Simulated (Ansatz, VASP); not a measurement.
# One calculation of HfC, two programs

File INCAR:

```
SYSTEM = HfC
PREC = Accurate
ENCUT = 520
EDIFF = 1E-7
ISMEAR = 0
SIGMA = 0.05
LREAL = .False.
LASPH = .True.
NELM = 80
ALGO = Normal
ISIF = 2
LWAVE = .False.
LCHARG = .False.
GGA = PE
NBANDS = 22
```

Contents of KPOINTS:

```
regular mesh
0
Gamma
  12 12 6
  0 0 0
```

File POSCAR:

```
HfC
1.0
    3.8514406728      0.0000000000      0.0000000000
   -1.9257203364      3.3354454638      0.0000000000
    0.0000000000      0.0000000000      4.6430899925
Hf C
2 2
Direct
    0.6666666667      0.3333333333      0.0665890361
    0.3333333333      0.6666666667      0.5665890361
    0.6666666667      0.3333333333      0.5586109639
    0.3333333333      0.6666666667      0.0586109639
```

Input for Ansatz:

```yaml
crystal:
  lattice:
    - [3.851440672792, 0.0, 0.0]
    - [-1.925720336396, 3.335445463807, 0.0]
    - [0.0, 0.0, 4.6430899925]
  atoms:
    - { symbol: Hf, position: [0.6666666666667, 0.3333333333333, 0.0665890361] }
    - { symbol: Hf, position: [0.3333333333333, 0.6666666666667, 0.5665890361] }
    - { symbol: C, position: [0.6666666666667, 0.3333333333333, 0.5586109639] }
    - { symbol: C, position: [0.3333333333333, 0.6666666666667, 0.0586109639] }
basis:
  ecutwfc: 420
  ecutrho_ratio: 4
  precision: f64
kpoints:
  mp_grid: { grid: [12, 12, 6] }
hamiltonian:
  xc: pbe
scf:
  occupations: { method: gaussian, width: 0.05 }
  eigensolver: { kind: davidson }
output:
  forces: true
  stress: true
  write_density: true
  write_potential: true
  elf: true
  volumetric_format: npy
```

Alike in both runs: task single point; functional PBE; k mesh 12 × 12 × 6; occupations gaussian, width 0.05 eV; no spin polarisation.

|  | VASP | Ansatz |
| --- | --- | --- |
| version | VASP 6.6.1 | Ansatz 0.2.0 |
| potentials or method | VASP PAW PBE potentials, release 64 (Hf_pv, C), cutoff 520 eV | scalar-relativistic, plane waves, PAW |
| valence electrons in the cell | 28 | 60 |

Ansatz gave:

```
gap on the k mesh at the Fermi level (eV) : none
pressure (GPa)                            : 0.0
```

Which values does VASP return?

gap on the k mesh at the Fermi level (eV): none; pressure (GPa): -0.5.

A gap of «none» marks a metal or a gap that the smearing closes. VASP's potentials hold 28 valence electrons a cell and Ansatz's 60, so a difference there can come from the potentials and not from the codes.

Spin-orbit coupling is off throughout.
